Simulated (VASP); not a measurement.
SnO2:

```xyz
6
Lattice="-2.0001 2.0001 5.1237 2.0001 -2.0001 5.1237 2.0001 2.0001 -5.1237" Properties=species:S:1:pos:R:3 pbc="T T T"
Sn    0.0000    2.0001    2.5618
Sn    2.0001   -2.0001    5.1237
O     0.0000    0.0000    8.1623
O     0.0000    0.0000    2.0851
O     2.0001    0.0000   -0.4767
O     2.0001    0.0000    5.6004
```

* Program: VASP 6.6.1
* Task: relaxation of cell and atoms
* Functional: LDA
* Potentials or basis: VASP PAW LDA potentials, release 64 (Sn_d, O)
* Cutoff: 600 eV
* k mesh: 8 × 8 × 8
* Occupations: gaussian, width 0.01 eV
* Spin: no spin polarisation

At the start: pressure -3.2 GPa; volume 13.66 Å³/atom.

**Question.** Where does the relaxation end?

**Answer.** Over 5 steps the energy falls by 2.6 meV/atom and the volume is 13.43 Å³/atom (-1.7 %); space group I4_1/amd (No. 141, to 0.1 Å) before and after.

The path:
| step | energy change (eV) | largest force (eV/Å) | pressure (GPa) | volume (Å³) |
| --- | --- | --- | --- | --- |
| 1 | 0.0000 | 0.1594 | -3.23 | 81.98 |
| 2 | 0.0159 | 0.2768 | 4.87 | 78.76 |
| 3 | -0.0152 | 0.0093 | -0.06 | 80.63 |
| 4 | -0.0152 | 0.0129 | 0.00 | 80.61 |
| 5 | -0.0154 | 0.0083 | 0.05 | 80.56 |

Final structure:
```xyz
6
Lattice="-1.9885 1.9885 5.0934 1.9885 -1.9885 5.0934 1.9885 1.9885 -5.0934" Properties=species:S:1:pos:R:3 pbc="T T T"
Sn    0.0000    1.9885    2.5467
Sn    0.0000    0.0000    0.0000
O     0.0000    0.0000    8.1167
O     0.0000    0.0000    2.0700
O     0.0000    1.9885    4.6167
O     0.0000    1.9885    0.4767
```
